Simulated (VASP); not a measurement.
Set up this calculation in VASP 6.6.1, as the native input.

```
Task                   : single point
Functional             : PBE
Potentials or basis    : VASP PAW PBE potentials, release 64 (As)
Cutoff                 : 520 eV
k mesh                 : 13 × 13 × 13
Occupations            : fermi-dirac, width 0.1 eV
Spin                   : no spin polarisation
Dipole correction      : no
Further INCAR settings : ALGO = Normal; EDIFF = 1e-06; NBANDS = 8
```

The structure of As lies in POSCAR:

```
As
1.0
    2.8395765391      0.0000000000      0.0000000000
    0.0000000000      2.8395765391      0.0000000000
    0.0000000000      0.0000000000      2.8395765391
As
1
Direct
    0.0000000000      0.0000000000      0.0000000000
```

This cell differs from its parent crystal: volume scaled by 1.12.

One way to write it, as run:

INCAR

```
SYSTEM = As
PREC = Accurate
ENCUT = 520
EDIFF = 1E-6
ISMEAR = -1
SIGMA = 0.1
LREAL = .FALSE.
LASPH = .TRUE.
NELM = 100
ALGO = Normal
ISIF = 2
LWAVE = .FALSE.
LCHARG = .FALSE.
GGA = PE
NBANDS = 8
```

KPOINTS

```
regular mesh
0
G
  13 13 13
  0 0 0
```

Potentials or basis: VASP PAW PBE potentials, release 64 (As).

Launch:

```console
$ cat potpaw_PBE.64/As/POTCAR > POTCAR
$ mpirun -np 1 vasp_std > vasp.out
```

Results of the run:

* Pressure: -7.2 GPa

Run time: 8.9 s on 1 thread of AMD EPYC 7R13 Processor (Zen 3) (shared host), peak memory 0.11 GiB.
